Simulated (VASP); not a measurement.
# Hf in VASP: notebook, part 2 of 2

VASP 6.6.1. Earlier steps stand in the parts before.

### Step 3. Single point, PBE (strained)

INCAR

```
  PREC = Accurate
  ENCUT = 520
  EDIFF = 1E-7
  ISMEAR = 0
  SIGMA = 0.1
  LREAL = F
  LASPH = T
  NELM = 100
  ALGO = Normal
  ISIF = 2
  LWAVE = F
  LCHARG = T
  GGA = PE
  LELF = T
  LVHAR = T
  NBANDS = 11
```

KPOINTS

```
Automatic mesh
0
Gamma
  16 16 16
```

POSCAR

```
Hf
1.0
    0.0000000000      2.2689066000      2.2689066000
    2.2689066000      0.0000000000      2.2689066000
    2.2689066000      2.2689066000      0.0000000000
Hf
1
Direct
    0.0000000000      0.0000000000      0.0000000000
```

Potentials or basis: VASP PAW PBE potentials, release 64 (Hf_pv).

Run with:

```bash
cat potpaw_PBE.64/Hf_pv/POTCAR > POTCAR
mpirun -np 1 vasp_std > vasp.out
```

OUTCAR:

```text
PREC = Accurate
   ENCUT = 520
   EDIFF = 1E-7
   ISMEAR = 0
   LREAL = F
   LASPH = T
   NELM = 100
   ISIF = 2
   GGA = PE

 ion  position               nearest neighbor table
   1  0.000  0.000  0.000-

  LATTYP: Found a face centered cubic cell.
 ALAT       =     4.5378132000

  Lattice vectors:

 A1 = (   0.0000000000,   2.2689066000,   2.2689066000)
 A2 = (   2.2689066000,   0.0000000000,   2.2689066000)
 A3 = (   2.2689066000,   2.2689066000,   0.0000000000)

Analysis of symmetry for initial positions (statically):
=====================================================================
 Subroutine PRICEL returns:
 Original cell was already a primitive cell.

 Routine SETGRP: Setting up the symmetry group for a
 face centered cubic supercell.

 Subroutine GETGRP returns: Found 48 space group operations
 (whereof 48 operations were pure point group operations)
 out of a pool of 48 trial point group operations.

The static configuration has the point symmetry O_h .

Analysis of symmetry for dynamics (positions and initial velocities):
=====================================================================
 Subroutine PRICEL returns:
 Original cell was already a primitive cell.

 Routine SETGRP: Setting up the symmetry group for a
 face centered cubic supercell.

 Subroutine GETGRP returns: Found 48 space group operations
 (whereof 48 operations were pure point group operations)
 out of a pool of 48 trial point group operations.

The dynamic configuration has the point symmetry O_h .

 Subroutine INISYM returns: Found 48 space group operations
 (whereof 48 operations are pure point group operations),
 and found     1 'primitive' translations

----------------------------------------------------------------------------------------

                                     Primitive cell

  volume of cell :      23.3604

[... 103 lines left out ...]
   IALGO  =     38    algorithm
   IMIX   =      4    mixing-type and parameters
     AMIX     =   0.40;   BMIX     =  1.00
     AMIX_MAG =   1.60;   BMIX_MAG =  1.00
  volume/ion in A,a.u.               =      23.36       157.64
  Fermi-wavevector in a.u.,A,eV,Ry     =   1.233810  2.331562 20.711967  1.522287
  Thomas-Fermi vector in A             =   2.368525
   LORBIT       =      0    0 simple, 1 ext, 2 COOP (PROOUT), +10 PAW based schemes
   GGA     = PE    functional components
   LHFCALC =     F    Hartree Fock is set to
   AEXX    =    0.0000 exact exchange contribution
   IVDW    =     0    specifies the selected vdW correction
   LEPSILON=     F    determine dielectric tensor
   LRPA    =     F    only Hartree local field effects (RPA)
 non-spin polarized calculation
 Gauss-broadening in eV      SIGMA  =   0.10
  energy-cutoff  :      520.00
  volume of cell :       23.36
 maximum number of plane-waves:       640
   NGX = 11   NGY = 11   NGZ = 11

 number of electron      10.0000000 magnetization

 Free energy of the ion-electron system (eV)
  ---------------------------------------------------
  ext. energy  EPLUGINS =         0.00000000
  ---------------------------------------------------
  free energy    TOTEN  =        -9.84435298 eV

  energy without entropy =       -9.83466744  energy(sigma->0) =       -9.83951021

 E-fermi :   4.4435     XC(G=0): -11.0915

 val. band max:        4.4401919115   @ k =  -0.3125   0.3125   0.0000
 cond. band min:       4.4445844480   @ k =  -0.2500   0.0625   0.0000
 fundamental gap:      0.0043925364
 Fermi energy:         4.4434804251

 k-point     1 :       0.0000    0.0000    0.0000
  band No.  band energies     occupation
      1     -25.7324      2.00000
      2     -25.7324      2.00000
      3     -25.7324      2.00000
      4      -2.6160      2.00000
      5       5.8251      0.00000
      6       5.8251      0.00000
      7       5.8251      0.00000
      8       8.4629      0.00000
      9       8.4629      0.00000
     10      15.6155      0.00000
     11      17.3546      0.00000
[... 309 lines left out ...]
 k-point    24 :      -0.0625    0.0625    0.0000
  band No.  band energies     occupation
      1     -25.8001      2.00000
      2     -25.7522      2.00000
      3     -25.7373      2.00000
      4      -2.2732      2.00000
      5       5.4808      0.00000
      6       5.9843      0.00000
      7       5.9956      0.00000
      8       8.1449      0.00000
      9       8.4543      0.00000
     10      16.3633      0.00000
     11      17.3528      0.00000

 [... further k-points ...]
[... 5 lines left out ...]
  --------------------------------------------------------------------------------------
  -------------------------------------------------------------------------------------
  Total       -0.5450193     -0.5450193     -0.5450193      0.0000000      0.0000000     -0.0000000
  in kB      -37.3802825    -37.3802825    -37.3802825      0.0000000      0.0000000     -0.0000000
  external PRESSURE =     -37.3802825 kB  Pullay stress =       0.0000000 kB

 VOLUME and BASIS-vectors are now :
 -----------------------------------------------------------------------------
  energy-cutoff  :      520.00
  volume of cell :       23.36
      direct lattice vectors                 reciprocal lattice vectors
     0.000000000  2.268906600  2.268906600    -0.220370464  0.220370464  0.220370464
     2.268906600  0.000000000  2.268906600     0.220370464 -0.220370464  0.220370464
     2.268906600  2.268906600  0.000000000     0.220370464  0.220370464 -0.220370464

 POSITION                                       TOTAL-FORCE (eV/Angst)
 -----------------------------------------------------------------------------------
      0.00000      0.00000      0.00000         0.000000     -0.000000      0.000000
 -----------------------------------------------------------------------------------
    total drift:                               -0.000000      0.000000      0.000000

  FREE ENERGIE OF THE ION-ELECTRON SYSTEM (eV)
  ---------------------------------------------------
  free  energy   TOTEN  =        -9.8443529798 eV

  energy  without entropy=       -9.8346674362  energy(sigma->0) =       -9.83951021
```

Run time: 21 s. Hardware: 1 thread of Intel Xeon Platinum 8488C (Sapphire Rapids), shared host; peak memory 0.16 GiB.

What came out:

```
Free energy            : -9.8444 eV
Pressure               : -3.7 GPa
Band gap on the k mesh : zero (band 5 reaches 5.83 eV, above the bottom of band 6 at 4.06 eV)
```

Levels at points of the mesh, in eV from the Fermi level:
```tsv
k point	band 1	band 2	band 3	band 4	band 5	band 6	band 7	band 8	band 9	band 10
(0.00, 0.00, 0.00)	-30.18	-30.18	-30.18	-7.06	1.38	1.38	1.38	4.02	4.02	11.17
(0.50, 0.00, 0.00)	-30.87	-30.27	-30.27	-3.51	0.45	1.18	1.18	6.01	6.01	8.84
(0.50, 0.50, 0.00)	-30.83	-30.43	-30.43	-3.07	-1.98	2.30	6.02	6.59	6.59	9.54
```

Caveat: the cell differs from its parent crystal (strained); spin-orbit coupling is left out, which moves the levels of the heavy elements.

### Step 4. Single point, PBE (strained)

INCAR

```
PREC = Accurate
ENCUT = 520
EDIFF = 1E-7
ISMEAR = 0
SIGMA = 0.1
LREAL = F
LASPH = T
NELM = 100
ALGO = Normal
ISIF = 2
LWAVE = F
LCHARG = F
GGA = PE
NBANDS = 11
```

KPOINTS is that of step 3.

POSCAR

```
Hf
1.0
    0.0000000000      2.3189232000      2.3189232000
    2.3189232000      0.0000000000      2.3189232000
    2.3189232000      2.3189232000      0.0000000000
Hf
1
Direct
    0.0000000000      0.0000000000      0.0000000000
```

Run with:

```bash
cat potpaw_PBE.64/Hf_pv/POTCAR > POTCAR
mpirun -np 1 vasp_std > vasp.out
```

Run time: 16 s. Hardware: 1 thread of Intel Xeon Platinum 8488C (Sapphire Rapids), shared host; peak memory 0.16 GiB.

Results (log left out):

```yaml
Free_energy: -9.7807 eV
Pressure: -9.0 GPa
Band_gap_on_the_k_mesh: zero (band 5 reaches 5.35 eV, above the bottom of band 6 at 3.65 eV)
```

Levels at points of the mesh, in eV from the Fermi level:
```tsv
k point	band 3	band 4	band 5	band 6	band 7	band 8
(0.00, 0.00, 0.00)	-30.43	-6.83	1.33	1.33	1.33	3.75
(0.50, 0.00, 0.00)	-30.50	-3.34	0.28	1.16	1.16	5.57
(0.50, 0.50, 0.00)	-30.63	-2.83	-1.78	2.01	5.57	6.09
```

Caveat: the cell differs from its parent crystal (strained); spin-orbit coupling is left out, which moves the levels of the heavy elements.

### Step 5. Single point, PBE (strained)

INCAR

```
PREC = Accurate
ENCUT = 520
EDIFF = 1E-6
ISMEAR = 0
SIGMA = 0.1
LREAL = F
LASPH = T
NELM = 100
ALGO = Fast
ISIF = 2
LWAVE = F
LCHARG = F
GGA = PE
NBANDS = 11
```

KPOINTS

```
Automatic mesh
0
Gamma
  14 14 14
```

POSCAR

```
Hf
1.0
    0.0000000000      2.2640004000      2.2640004000
    2.2307004000      0.0000000000      2.2640004000
    2.2307004000      2.2640004000      0.0000000000
Hf
1
Direct
    0.0000000000      0.0000000000      0.0000000000
```

Run with:

```bash
cat potpaw_PBE.64/Hf_pv/POTCAR > POTCAR
mpirun -np 1 vasp_std > vasp.out
```

Run time: 31 s. Hardware: 1 thread of Intel Xeon Platinum 8488C (Sapphire Rapids), shared host; peak memory 0.18 GiB.

It converged, with:

* Free energy: -9.8533 eV
* Pressure: -1.8 GPa
* Band gap on the k mesh: zero (band 5 reaches 5.93 eV, above the bottom of band 6 at 3.95 eV)

Stress tensor (GPa, compression positive):
```
-1.26  0.00  0.00
 0.00 -2.03  0.00
 0.00  0.00 -2.03
```

Levels at points of the mesh, in eV from the Fermi level:
```tsv
k point	band 2	band 3	band 4	band 5	band 6	band 7	band 8	band 9
(0.00, 0.00, 0.00)	-30.09	-30.09	-7.12	1.35	1.35	1.51	3.99	4.23
(0.50, 0.00, 0.00)	-30.20	-30.18	-3.56	0.52	1.10	1.29	6.11	6.22
(0.50, 0.50, 0.00)	-30.36	-30.34	-3.16	-2.03	2.34	6.18	6.67	6.85
(0.00, 0.50, 0.50)	-30.37	-30.37	-3.12	-2.06	2.57	6.16	6.77	6.77
```

Caveat: the cell differs from its parent crystal (strained); spin-orbit coupling is left out, which moves the levels of the heavy elements.

### Step 6. Single point, PBE (strained)

INCAR

```
PREC = Accurate ; ENCUT = 520
EDIFF = 1E-6 ; ISMEAR = 0
SIGMA = 0.1 ; LREAL = F
LASPH = T ; NELM = 80
ALGO = Fast ; ISIF = 2
LWAVE = F ; LCHARG = F
GGA = PE ; NBANDS = 11
```

KPOINTS

```
regular mesh
0
Gamma
  14 14 14
```

POSCAR

```
Hf
1.0
    0.0000000000      2.3515350000      2.3515350000
    2.2597824000      0.0251526000      2.3263824000
    2.2917504000      2.3583504000     -0.0068154000
Hf
1
Direct
    0.0000000000      0.0000000000      0.0000000000
```

Potentials or basis: VASP PAW PBE potentials, release 64 (Hf_pv).

Run with:

```bash
cat potpaw_PBE.64/Hf_pv/POTCAR > POTCAR
mpirun -np 1 vasp_std > vasp.out
```

Run time: 2.9 min. Hardware: 1 thread of Intel Xeon Platinum 8488C (Sapphire Rapids), shared host; peak memory 0.31 GiB.

It converged, with:

* Free energy: -9.7758 eV
* Pressure: -9.1 GPa
* Band gap on the k mesh: zero (band 5 reaches 5.23 eV, above the bottom of band 6 at 3.47 eV)

Stress tensor (GPa, compression positive):
```
-8.12 -0.77  0.77
-0.77 -9.54 -0.41
 0.77 -0.41 -9.54
```

Levels at points of the mesh, in eV from the Fermi level:
```csv
k point,band 2,band 3,band 4,band 5,band 6,band 7,band 8,band 9
"(0.00, 0.00, 0.00)",-30.43,-30.41,-6.83,1.19,1.23,1.60,3.55,3.95
"(0.50, 0.00, 0.00)",-30.51,-30.49,-3.35,0.26,0.99,1.35,5.39,5.68
"(0.00, 0.50, 0.00)",-30.53,-30.51,-3.27,0.41,0.98,1.24,5.48,5.73
"(0.50, 0.50, 0.00)",-30.64,-30.60,-2.85,-1.74,1.87,5.55,5.93,6.22
"(0.00, 0.00, 0.50)",-30.51,-30.48,-3.37,0.21,0.91,1.47,5.53,5.55
"(0.00, 0.50, 0.50)",-30.65,-30.64,-2.77,-1.81,2.30,5.53,6.07,6.11
```

Caveat: the cell differs from its parent crystal (strained); spin-orbit coupling is left out, which moves the levels of the heavy elements.

### Step 7. Overview

| cell | k mesh | gap on the mesh (eV) | pressure (GPa) |
| --- | --- | --- | --- |
| a = 3.178 Å, angles 60.0°, 1 atom | 16 × 16 × 16 | none | -1.1 |
| a = 3.209 Å, angles 60.0°, 1 atom | 16 × 16 × 16 | none | -3.7 |
| a = 3.279 Å, angles 60.0°, 1 atom | 16 × 16 × 16 | none | -9.0 |
| a = 3.202, b = 3.178, c = 3.178 Å, angles 60.5, 59.8, 59.8°, 1 atom | 14 × 14 × 14 | none | -1.8 |
| a = 3.326, b = 3.243, c = 3.288 Å, angles 60.7, 59.6, 59.2°, 1 atom | 14 × 14 × 14 | none | -9.1 |

Alike in all rows: task single point; level PBE; potentials or basis VASP PAW PBE potentials, release 64 (Hf_pv); no spin polarisation; cutoff (eV) 520; smearing gaussian 0.1 eV.

Caveats: spin-orbit coupling is left out, which moves the levels of the heavy elements.

Absolute energies hang on the potentials; compare differences alone.
